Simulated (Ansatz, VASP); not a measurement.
BP2: VASP beside Ansatz

```xyz
3
Lattice="2.0382 -2.0382 0.0000 2.0382 2.0382 0.0000 0.0000 0.0000 4.8599" Properties=species:S:1:pos:R:3 pbc="T T T"
B     2.0382    0.0000    2.4299
P     0.0000    0.0000    2.4299
P     0.0000    0.0000    0.0000
```

Alike in both runs: functional PBE; k mesh 6 × 6 × 5; occupations gaussian, width 0.2 eV; no spin polarisation.

Ansatz relaxed the structure, and its values are those at the end. VASP's run is a single point on that final structure, the one shown.

```csv
,VASP,Ansatz
version,VASP 6.6.1,Ansatz 0.2.0
potentials or method,"VASP PAW PBE potentials, release 64 (B, P), cutoff 500 eV","scalar-relativistic, plane waves, PAW"
valence electrons in the cell,13,13
```

VASP gave:

```
gap on the k mesh at the Fermi level (eV) : none
pressure (GPa)                            : -0.2
```

Question: Estimate Ansatz's values.

Answer: gap on the k mesh at the Fermi level (eV): none; pressure (GPa): -0.1.

A gap of «none» marks a metal or a gap that the smearing closes.

The k mesh is coarse, so the values compare programs but aren't converged.
